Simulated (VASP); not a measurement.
Wanted: the native input for a VASP 6.6.1 run.

* Task: single point
* Functional: PBE
* Potentials or basis: VASP PAW PBE potentials, release 64 (Al, N)
* Cutoff: 520 eV
* k mesh: 8 × 8 × 8
* Occupations: gaussian, width 0.05 eV
* Spin: no spin polarisation
* Dipole correction: no
* Further INCAR settings: ALGO = Normal; EDIFF = 1e-06; NBANDS = 26

The structure of AlN lies in POSCAR:

```
AlN
1.0
   -3.1302395627      0.0000000000      0.0000000000
    0.0000000000      5.4217339625      0.0000000000
    1.5651197814     -2.7108669813     -5.0179796546
Al N
4 4
Direct
    0.9847597447      0.3324689746      0.9982712825
    0.4847597447      0.8324689746      0.9982712825
    0.2635115378      0.9158023079      0.4982712825
    0.7635115378      0.4158023079      0.4982712825
    0.8210840215      0.1416976921      0.6167287175
    0.3210840215      0.6416976921      0.6167287175
    0.0456446960      0.7250310254      0.1167287175
    0.5456446960      0.2250310254      0.1167287175
```

This cell differs from its parent crystal: atoms displaced along a vibrational mode.

The input as run:

INCAR

```
ALGO     = Normal         # electronic algorithm
EDIFF    = 1E-6           # SCF threshold, eV
ENCUT    = 520            # plane-wave cutoff, eV
GGA      = PE             # functional
ISIF     = 2              # what is computed and relaxed
ISMEAR   = 0              # smearing method
LASPH    = True           # aspherical terms in the spheres
LCHARG   = False          # write CHGCAR
LREAL    = False          # projectors in reciprocal space
LWAVE    = False          # write WAVECAR
NBANDS   = 26             # bands
NELM     = 100            # most SCF steps
PREC     = Accurate       # precision mode
SIGMA    = 0.05           # smearing width, eV
```

KPOINTS

```
k-points
0
Gamma
  8 8 8
```

Potentials or basis: VASP PAW PBE potentials, release 64 (Al, N).

The run is started by

```console
$ cat potpaw_PBE.64/Al/POTCAR potpaw_PBE.64/N/POTCAR > POTCAR
$ mpirun -np 1 vasp_std > vasp.out
```

Results of the run:

- Pressure: -0.3 GPa
- Largest force: 0.251 eV/Å
- Band gap on the k mesh: 4.02 eV

Caveat: the cell differs from its parent crystal (atoms displaced along a vibrational mode).

Wall time 3.9 min on 1 thread of Intel(R) Xeon(R) Platinum 8488C (Sapphire Rapids) (shared host), peak memory 0.36 GiB.
